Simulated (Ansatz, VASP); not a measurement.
# One calculation of Ga2GeO3, two programs

```
CELL_PARAMETERS angstrom
3.07157 0.00000 0.00000
0.00000 3.07157 0.00000
0.00000 0.00000 7.70440
ATOMIC_POSITIONS crystal
Ga 0.00000 0.50000 0.65778
Ga 0.50000 0.00000 0.34222
Ge 0.00000 0.00000 0.00000
O 0.50000 0.50000 0.00000
O 0.00000 0.50000 0.39282
O 0.50000 0.00000 0.60718
```

Change from the starting cell: species swapped into the Zr2CuSb3 type (P-4m2, No. 115).

Alike in both runs: functional PBE; k mesh 12 × 12 × 6; occupations gaussian, width 0.1 eV; no spin polarisation.

Ansatz relaxed the structure, and its values are those at the end. VASP's run is a single point on that final structure, the one shown.

|  | VASP | Ansatz |
| --- | --- | --- |
| version | VASP 6.6.1 | Ansatz 0.2.0 |
| potentials or method | VASP PAW PBE potentials, release 64 (Ga_d, Ge_d, O), cutoff 520 eV | scalar-relativistic, plane waves, PAW |
| valence electrons in the cell | 58 | 58 |

|  | VASP | Ansatz | Ansatz less VASP |
| --- | --- | --- | --- |
| gap on the k mesh at the Fermi level (eV) | none | none | - |
| pressure (GPa) | 0.4 | 0.0 | -0.43 |
| rms of the force components (eV/Å) | 0.024 | 0.000 | -0.0237 |

A gap of «none» marks a metal or a gap that the smearing closes.
